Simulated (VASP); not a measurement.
# BP (F-43m) in VASP: a series of runs

BP is run at these levels: PBE; tasks: single point.

Program: VASP 6.6.1. These are calculated values, not measurements. Logs are shortened: lines on timing, memory, paths and dates and some standing lists are left out, and cuts for length are marked.

### 1 The cell of the first run

The structure is cubic, space group F-43m (No. 216). Conventional cell: a = 4.445 Å, b = 4.445 Å, c = 4.445 Å, α = 90.00°, β = 90.00°, γ = 90.00°. B (site symmetry -43m) has 4 P at 1.92 Å within 2.6 Å. Within 2.6 Å of P (site symmetry -43m) lie 4 B at 1.92 Å.

### 2 Single point, PBE (volume scaled by 0.94, then relaxed in part)

Input file INCAR:

```
SYSTEM = BP
ALGO = Normal
EDIFF = 1E-6
ENCUT = 520
GGA = PE
ISIF = 2
ISMEAR = -1
LASPH = .True.
LCHARG = .False.
LREAL = .False.
LWAVE = .False.
NBANDS = 11
NELM = 100
PREC = Accurate
SIGMA = 0.02
```

Input file KPOINTS:

```
k-points
0
Gamma
  16 16 16
  0 0 0
```

Input file POSCAR:

```
BP
1.0
    0.0000000000      2.2226808807      2.2226808807
    2.2226808807      0.0000000000      2.2226808807
    2.2226808807      2.2226808807      0.0000000000
B P
1 1
Direct
    0.0000000000      0.0000000000      0.0000000000
    0.2500000000      0.2500000000      0.2500000000
```

Potentials or basis: VASP PAW PBE potentials, release 64 (B, P).

The run is started by

```sh
$ cat potpaw_PBE.64/B/POTCAR potpaw_PBE.64/P/POTCAR > POTCAR
$ mpirun -np 1 vasp_std > vasp.out
```

OUTCAR:

```text
SYSTEM = BP
   EDIFF = 1E-6
   ENCUT = 520
   GGA = PE
   ISIF = 2
   ISMEAR = -1
   LASPH = .True.
   LREAL = .False.
   NELM = 100
   PREC = Accurate

 ion  position               nearest neighbor table
   1  0.000  0.000  0.000-   2 1.92   2 1.92   2 1.92   2 1.92
   2  0.250  0.250  0.250-   1 1.92   1 1.92   1 1.92   1 1.92

  LATTYP: Found a face centered cubic cell.
 ALAT       =     4.4453617614

  Lattice vectors:

 A1 = (   0.0000000000,   2.2226808807,   2.2226808807)
 A2 = (   2.2226808807,   0.0000000000,   2.2226808807)
 A3 = (   2.2226808807,   2.2226808807,   0.0000000000)

Analysis of symmetry for initial positions (statically):
=====================================================================
 Subroutine PRICEL returns:
 Original cell was already a primitive cell.

 Routine SETGRP: Setting up the symmetry group for a
 face centered cubic supercell.

 Subroutine GETGRP returns: Found 24 space group operations
 (whereof 24 operations were pure point group operations)
 out of a pool of 48 trial point group operations.

The static configuration has the point symmetry T_d .

Analysis of symmetry for dynamics (positions and initial velocities):
=====================================================================
 Subroutine PRICEL returns:
 Original cell was already a primitive cell.

 Routine SETGRP: Setting up the symmetry group for a
 face centered cubic supercell.

 Subroutine GETGRP returns: Found 24 space group operations
 (whereof 24 operations were pure point group operations)
 out of a pool of 48 trial point group operations.

The dynamic configuration has the point symmetry T_d .

 Subroutine INISYM returns: Found 24 space group operations
 (whereof 24 operations are pure point group operations),
 and found     1 'primitive' translations

----------------------------------------------------------------------------------------

                                     Primitive cell

  volume of cell :      21.9615

  direct lattice vectors                    reciprocal lattice vectors
     0.000000000  2.222680881  2.222680881    -0.224953570  0.224953570  0.224953570
     2.222680881  0.000000000  2.222680881     0.224953570 -0.224953570  0.224953570
     2.222680881  2.222680881  0.000000000     0.224953570  0.224953570 -0.224953570

  length of vectors
     3.143345446  3.143345446  3.143345446     0.389631013  0.389631013  0.389631013

  position of ions in fractional coordinates (direct lattice)
     0.000000000  0.000000000  0.000000000
     0.250000000  0.250000000  0.250000000

[... 79 lines left out ...]
   NSW    =      0    number of steps for IOM
   IBRION =     -1    ionic relax: 0-MD 1-quasi-New 2-CG
   NFREE  =      0    steps in history (QN), initial steepest desc. (CG)
   ISIF   =      2    stress and relaxation
   ISYM   =      2    0-nonsym 1-usesym 2-fastsym
   POTIM  = 0.5000    time-step for ionic-motion
   TEBEG  =    0.0;   TEEND  =   0.0 temperature during run
   PSTRESS=    0.0 pullay stress
   NELECT =       8.0000    total number of electrons
   NUPDOWN=      -1.0000    fix difference up-down
   EMIN   =  10.00;   EMAX   =-10.00  energy-range for DOS
   EFERMI =   0.00;   METHOD = LEGACY
   ISMEAR =    -1;   SIGMA  =   0.02  broadening in eV -4-tet -1-fermi 0-gaus
   EFERMI_NEDOS =   21; number of points for ismear=-14 and -15
   IALGO  =     38    algorithm
   IMIX   =      4    mixing-type and parameters
     AMIX     =   0.40;   BMIX     =  1.00
     AMIX_MAG =   1.60;   BMIX_MAG =  1.00
  volume/ion in A,a.u.               =      10.98        74.10
  Fermi-wavevector in a.u.,A,eV,Ry     =   1.169188  2.209445 18.599175  1.367001
  Thomas-Fermi vector in A             =   2.305664
   LORBIT       =      0    0 simple, 1 ext, 2 COOP (PROOUT), +10 PAW based schemes
   GGA     = PE    functional components
   LHFCALC =     F    Hartree Fock is set to
   AEXX    =    0.0000 exact exchange contribution
   IVDW    =     0    specifies the selected vdW correction
   LEPSILON=     F    determine dielectric tensor
   LRPA    =     F    only Hartree local field effects (RPA)
 non-spin polarized calculation
  energy-cutoff  :      520.00
  volume of cell :       21.96
 maximum number of plane-waves:       609
   NGX = 11   NGY = 11   NGZ = 11

 number of electron       8.0000000 magnetization

 Free energy of the ion-electron system (eV)
  ---------------------------------------------------
  ext. energy  EPLUGINS =         0.00000000
  ---------------------------------------------------
  free energy    TOTEN  =       -12.87442653 eV

  energy without entropy =      -12.87442653  energy(sigma->0) =      -12.87442653

 E-fermi :   8.6111     XC(G=0): -11.1755

 val. band max:        8.1797866498   @ k =   0.0000   0.0000   0.0000
 cond. band min:       9.3264928989   @ k =   0.4375   0.4375   0.0000
 fundamental gap:      1.1467062491
 Fermi energy:         8.6111170352

 k-point     1 :       0.0000    0.0000    0.0000
  band No.  band energies     occupation
      1      -7.8428      2.00000
      2       8.1798      2.00000
      3       8.1798      2.00000
      4       8.1798      2.00000
      5      11.6800      0.00000
      6      11.6800      0.00000
      7      11.6800      0.00000
      8      16.5139      0.00000
      9      20.1289      0.00000
     10      20.4902      0.00000
     11      20.4902      0.00000
[... 309 lines left out ...]
 k-point    24 :      -0.0625    0.0625    0.0000
  band No.  band energies     occupation
      1      -7.6454      2.00000
      2       7.0301      2.00000
      3       7.3676      2.00000
      4       8.0838      2.00000
      5      11.8725      0.00000
      6      12.1234      0.00000
      7      12.4903      0.00000
      8      16.9249      0.00000
      9      19.3485      0.00000
     10      20.1989      0.00000
     11      20.7704      0.00000

 [... further k-points ...]
[... 5 lines left out ...]
  --------------------------------------------------------------------------------------
  -------------------------------------------------------------------------------------
  Total        1.6969572      1.6969572      1.6969572      0.0000000     -0.0000000     -0.0000000
  in kB      123.7998538    123.7998538    123.7998538      0.0000000     -0.0000000     -0.0000000
  external PRESSURE =     123.7998538 kB  Pullay stress =       0.0000000 kB

 VOLUME and BASIS-vectors are now :
 -----------------------------------------------------------------------------
  energy-cutoff  :      520.00
  volume of cell :       21.96
      direct lattice vectors                 reciprocal lattice vectors
     0.000000000  2.222680881  2.222680881    -0.224953570  0.224953570  0.224953570
     2.222680881  0.000000000  2.222680881     0.224953570 -0.224953570  0.224953570
     2.222680881  2.222680881  0.000000000     0.224953570  0.224953570 -0.224953570

 POSITION                                       TOTAL-FORCE (eV/Angst)
 -----------------------------------------------------------------------------------
      0.00000      0.00000      0.00000         0.000000      0.000000      0.000000
      1.11134      1.11134      1.11134        -0.000000     -0.000000     -0.000000
 -----------------------------------------------------------------------------------
    total drift:                                0.000000      0.000000      0.000000

  FREE ENERGIE OF THE ION-ELECTRON SYSTEM (eV)
  ---------------------------------------------------
  free  energy   TOTEN  =       -12.8744265343 eV

  energy  without entropy=      -12.8744265343  energy(sigma->0) =      -12.87442653
```

It took 46 s on 1 thread of AMD EPYC 7R13, shared host; peak memory 0.13 GiB.

What came out:

```
Free energy            : -12.8744 eV
Pressure               : 12.4 GPa
Band gap on the k mesh : 1.15 eV, indirect (least direct gap 3.50 eV)
```

Levels at points of the mesh, in eV from the valence-band top:
| k point | band 1 | band 2 | band 3 | band 4 | band 5 | band 6 | band 7 | band 8 | band 9 |
| --- | --- | --- | --- | --- | --- | --- | --- | --- | --- |
| (0.00, 0.00, 0.00) | -16.02 | 0.00 | 0.00 | 0.00 | 3.50 | 3.50 | 3.50 | 8.33 | 11.95 |
| (0.50, 0.00, 0.00) | -12.46 | -9.49 | -1.83 | -1.83 | 4.16 | 4.75 | 4.75 | 10.34 | 15.04 |
| (0.50, 0.50, 0.00) | -10.84 | -8.91 | -4.34 | -4.34 | 1.21 | 1.60 | 12.71 | 12.71 | 16.00 |

Caveat: the cell differs from its parent crystal (volume scaled by 0.94, then relaxed in part).

### 3 Single point, PBE (volume scaled by 0.96, then relaxed in part)

Input file INCAR:

```
PREC     = Accurate       # precision mode
ENCUT    = 520            # plane-wave cutoff, eV
EDIFF    = 1E-7           # SCF threshold, eV
ISMEAR   = -1             # smearing method
SIGMA    = 0.02           # smearing width, eV
LREAL    = F              # projectors in reciprocal space
LASPH    = T              # aspherical terms in the spheres
NELM     = 80             # most SCF steps
ALGO     = Normal         # electronic algorithm
ISIF     = 2              # what is computed and relaxed
LWAVE    = F              # write WAVECAR
LCHARG   = F              # write CHGCAR
GGA      = PE             # functional
NBANDS   = 11             # bands
```

Input file KPOINTS:

```
Automatic mesh
0
Gamma
  16 16 16
```

Input file POSCAR:

```
BP
1.0
    0.0000000000      2.2383340787      2.2383340787
    2.2383340787      0.0000000000      2.2383340787
    2.2383340787      2.2383340787      0.0000000000
B P
1 1
Direct
    0.0000000000      0.0000000000      0.0000000000
    0.2500000000      0.2500000000      0.2500000000
```

Potentials or basis: VASP PAW PBE potentials, release 64 (B, P).

The run is started by

```sh
$ cat potpaw_PBE.64/B/POTCAR potpaw_PBE.64/P/POTCAR > POTCAR
$ mpirun -np 1 vasp_std > vasp.out
```

OUTCAR:

```text
PREC = Accurate
   ENCUT = 520
   EDIFF = 1E-7
   ISMEAR = -1
   LREAL = F
   LASPH = T
   NELM = 80
   ISIF = 2
   GGA = PE

 ion  position               nearest neighbor table
   1  0.000  0.000  0.000-   2 1.94   2 1.94   2 1.94   2 1.94
   2  0.250  0.250  0.250-   1 1.94   1 1.94   1 1.94   1 1.94

  LATTYP: Found a face centered cubic cell.
 ALAT       =     4.4766681574

  Lattice vectors:

[... 518 lines left out ...]
     11      20.3464      0.00000

 [... further k-points ...]

------------------------ aborting loop because EDIFF is reached ----------------------------------------

  FORCE on cell =-STRESS in cart. coord.  units (eV):
  Direction    XX          YY          ZZ          XY          YZ          ZX
  --------------------------------------------------------------------------------------
  -------------------------------------------------------------------------------------
  Total        1.1461761      1.1461761      1.1461761     -0.0000000     -0.0000000      0.0000000
  in kB       81.8761137     81.8761137     81.8761137     -0.0000000     -0.0000000      0.0000000
  external PRESSURE =      81.8761137 kB  Pullay stress =       0.0000000 kB

 VOLUME and BASIS-vectors are now :
 -----------------------------------------------------------------------------
  energy-cutoff  :      520.00
  volume of cell :       22.43
      direct lattice vectors                 reciprocal lattice vectors
     0.000000000  2.238334079  2.238334079    -0.223380417  0.223380417  0.223380417
     2.238334079  0.000000000  2.238334079     0.223380417 -0.223380417  0.223380417
     2.238334079  2.238334079  0.000000000     0.223380417  0.223380417 -0.223380417

 POSITION                                       TOTAL-FORCE (eV/Angst)
 -----------------------------------------------------------------------------------
      0.00000      0.00000      0.00000        -0.000000     -0.000000     -0.000000
      1.11917      1.11917      1.11917         0.000000      0.000000      0.000000
 -----------------------------------------------------------------------------------
    total drift:                                0.000000      0.000000      0.000000

  FREE ENERGIE OF THE ION-ELECTRON SYSTEM (eV)
  ---------------------------------------------------
  free  energy   TOTEN  =       -12.9045537879 eV

  energy  without entropy=      -12.9045537879  energy(sigma->0) =      -12.90455379
```

stdout:

```text
POSCAR found type information on POSCAR B P
 POSCAR found :  2 types and       2 ions
 scaLAPACK will be used
 LDA part: xc-table for (Slater+PW92), standard interpolation
 POSCAR, INCAR and KPOINTS ok, starting setup
 FFT: planning ... GRIDC
 FFT: planning ... GRID_SOFT
 FFT: planning ... GRID
 WAVECAR not read
 entering main loop
```

It took 62 s on 1 thread of AMD EPYC 7R13, shared host; peak memory 0.13 GiB.

Results:

| Item | Value |
| --- | --- |
| Free energy | -12.9046 eV |
| Pressure | 8.2 GPa |
| Band gap on the k mesh | 1.18 eV, indirect (least direct gap 3.46 eV) |

Levels at points of the mesh, in eV from the valence-band top:
| k point | band 2 | band 3 | band 4 | band 5 | band 6 | band 7 |
| --- | --- | --- | --- | --- | --- | --- |
| (0.00, 0.00, 0.00) | 0.00 | 0.00 | 0.00 | 3.46 | 3.46 | 3.46 |
| (0.50, 0.00, 0.00) | -9.33 | -1.81 | -1.81 | 4.03 | 4.74 | 4.74 |
| (0.50, 0.50, 0.00) | -8.80 | -4.26 | -4.26 | 1.25 | 1.62 | 12.51 |

Caveat: the cell differs from its parent crystal (volume scaled by 0.96, then relaxed in part). A k mesh can miss the band edges.

### 4 Single point, PBE (volume scaled by 0.98, then relaxed in part)

Input file INCAR:

```
SYSTEM = BP
PREC = Accurate ; ENCUT = 520
EDIFF = 1E-7 ; ISMEAR = -1
SIGMA = 0.02 ; LREAL = .False.
LASPH = .True. ; NELM = 100
ALGO = Normal ; ISIF = 2
LWAVE = .False. ; LCHARG = .False.
GGA = PE ; NBANDS = 11
```

Input file KPOINTS:

```
regular mesh
0
Gamma
  16 16 16
  0 0 0
```

Input file POSCAR:

```
BP
1.0
    0.0000000000      2.2537713532      2.2537713532
    2.2537713532      0.0000000000      2.2537713532
    2.2537713532      2.2537713532      0.0000000000
B P
1 1
Direct
    0.0000000000      0.0000000000      0.0000000000
    0.2500000000      0.2500000000      0.2500000000
```

The run is started by

```sh
$ cat potpaw_PBE.64/B/POTCAR potpaw_PBE.64/P/POTCAR > POTCAR
$ mpirun -np 1 vasp_std > vasp.out
```

Run time: 59 s. Hardware: 1 thread of AMD EPYC 7R13, shared host; peak memory 0.13 GiB.

It converged, with:

- Free energy: -12.9230 eV
- Pressure: 4.4 GPa
- Band gap on the k mesh: 1.22 eV, indirect (least direct gap 3.43 eV)

Levels at points of the mesh, in eV from the valence-band top:
| k point | band 2 | band 3 | band 4 | band 5 | band 6 | band 7 |
| --- | --- | --- | --- | --- | --- | --- |
| (0.00, 0.00, 0.00) | 0.00 | 0.00 | 0.00 | 3.43 | 3.43 | 3.43 |
| (0.50, 0.00, 0.00) | -9.18 | -1.78 | -1.78 | 3.90 | 4.73 | 4.73 |
| (0.50, 0.50, 0.00) | -8.69 | -4.19 | -4.19 | 1.29 | 1.64 | 12.31 |

Caveat: the cell differs from its parent crystal (volume scaled by 0.98, then relaxed in part). A k mesh can miss the band edges.

### 5 Single point, PBE

This run uses another cell than the first one, of 11.68 Å³/atom, 1.064 times its volume.

Input file INCAR:

```
PREC     = Accurate       # precision mode
ENCUT    = 520            # plane-wave cutoff, eV
EDIFF    = 1E-6           # SCF threshold, eV
ISMEAR   = -1             # smearing method
SIGMA    = 0.02           # smearing width, eV
LREAL    = False          # projectors in reciprocal space
LASPH    = True           # aspherical terms in the spheres
NELM     = 60             # most SCF steps
ALGO     = Normal         # electronic algorithm
ISIF     = 2              # what is computed and relaxed
LWAVE    = False          # write WAVECAR
LCHARG   = False          # write CHGCAR
GGA      = PE             # functional
NBANDS   = 11             # bands
```

Input file KPOINTS:

```
Automatic mesh
0
Gamma
  16 16 16
```

Input file POSCAR:

```
BP
1.0
    0.0000000000      2.2690000000      2.2690000000
    2.2690000000      0.0000000000      2.2690000000
    2.2690000000      2.2690000000      0.0000000000
B P
1 1
Direct
    0.0000000000      0.0000000000      0.0000000000
    0.2500000000      0.2500000000      0.2500000000
```

The run is started by

```sh
$ cat potpaw_PBE.64/B/POTCAR potpaw_PBE.64/P/POTCAR > POTCAR
$ mpirun -np 1 vasp_std > vasp.out
```

It took 58 s on 1 thread of AMD EPYC 7R13, shared host; peak memory 0.13 GiB.

The run converged. Its results:

- Free energy: -12.9308 eV
- Pressure: 0.9 GPa
- Band gap on the k mesh: 1.25 eV, indirect (least direct gap 3.40 eV)

Levels at points of the mesh, in eV from the valence-band top:
```
           k point  band 1  band 2  band 3  band 4  band 5  band 6  band 7  band 8
(0.00, 0.00, 0.00)  -15.46    0.00    0.00    0.00    3.40    3.40    3.40    7.37
(0.50, 0.00, 0.00)  -12.14   -9.03   -1.76   -1.76    3.78    4.71    4.71   10.13
(0.50, 0.50, 0.00)  -10.61   -8.58   -4.11   -4.11    1.33    1.66   12.12   12.12
```

### 6 Overview

```csv
cell,gap on the mesh (eV),pressure (GPa)
"a = 3.143 Å, angles 60.0°, 2 atoms",1.15,12.4
"a = 3.165 Å, angles 60.0°, 2 atoms",1.18,8.2
"a = 3.187 Å, angles 60.0°, 2 atoms",1.22,4.4
"a = 3.209 Å, angles 60.0°, 2 atoms",1.25,0.9
```

Alike in all rows: task single point; level PBE; potentials or basis VASP PAW PBE potentials, release 64 (B, P); no spin polarisation; k mesh 16 × 16 × 16; cutoff (eV) 520; smearing fermi-dirac 0.02 eV.

Absolute energies hang on the potentials; compare differences alone.
